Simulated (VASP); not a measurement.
Write the native input for VASP 6.6.1 that does the following.

| Quantity | Value |
| --- | --- |
| Task | single point |
| Functional | LDA |
| Potentials or basis | VASP PAW LDA potentials, release 64 (Ti_sv, Al) |
| Cutoff | 520 eV |
| k mesh | 15 × 15 × 6 |
| Occupations | gaussian, width 0.15 eV |
| Spin | no spin polarisation |
| Dipole correction | no |
| Further INCAR settings | ALGO = Fast; EDIFF = 1e-06; NBANDS = 28 |

The structure of Ti3Al lies in POSCAR:

```
Ti3Al
1.0
    2.8609400907      0.0000000000      0.0000000000
   -1.4304700453      2.4776467973      0.0000000000
    0.0000000000      0.0000000000      9.0513401041
Ti Al
3 1
Direct
    0.5477511268      0.2800569744      0.0000000000
    0.3745304621      0.6851237415      0.7515223620
    0.3745304621      0.6851237415      0.2484776380
    0.7314577912      0.3623609542      0.5000000000
```

This cell differs from its parent crystal: atoms displaced along several vibrational modes.

One way to write it, as run:

INCAR

```
SYSTEM = Ti3Al
PREC     = Accurate       ! precision mode
ENCUT    = 520            ! plane-wave cutoff, eV
EDIFF    = 1E-6           ! SCF threshold, eV
ISMEAR   = 0              ! smearing method
SIGMA    = 0.15           ! smearing width, eV
LREAL    = .False.        ! projectors in reciprocal space
LASPH    = .True.         ! aspherical terms in the spheres
NELM     = 100            ! most SCF steps
ALGO     = Fast           ! electronic algorithm
ISIF     = 2              ! what is computed and relaxed
LWAVE    = .False.        ! write WAVECAR
LCHARG   = .False.        ! write CHGCAR
GGA      = CA             ! functional
NBANDS   = 28             ! bands
```

KPOINTS

```
Automatic mesh
0
Gamma
  15 15 6
  0 0 0
```

Potentials or basis: VASP PAW LDA potentials, release 64 (Ti_sv, Al).

Command:

```sh
$ cat potpaw_LDA.64/Ti_sv/POTCAR potpaw_LDA.64/Al/POTCAR > POTCAR
$ mpirun -np 1 vasp_std > vasp.out
```

Results of the run:

The pressure is -0.6 GPa. The largest force is 0.324 eV/Å and the band gap on the k mesh is zero (an odd number of electrons rules out a gap without spin polarisation).

Caveat: the cell differs from its parent crystal (atoms displaced along several vibrational modes).

It took 20 min on 1 thread of Intel(R) Xeon(R) 6975P-C (Granite Rapids), on a shared host, peak memory 0.68 GiB.
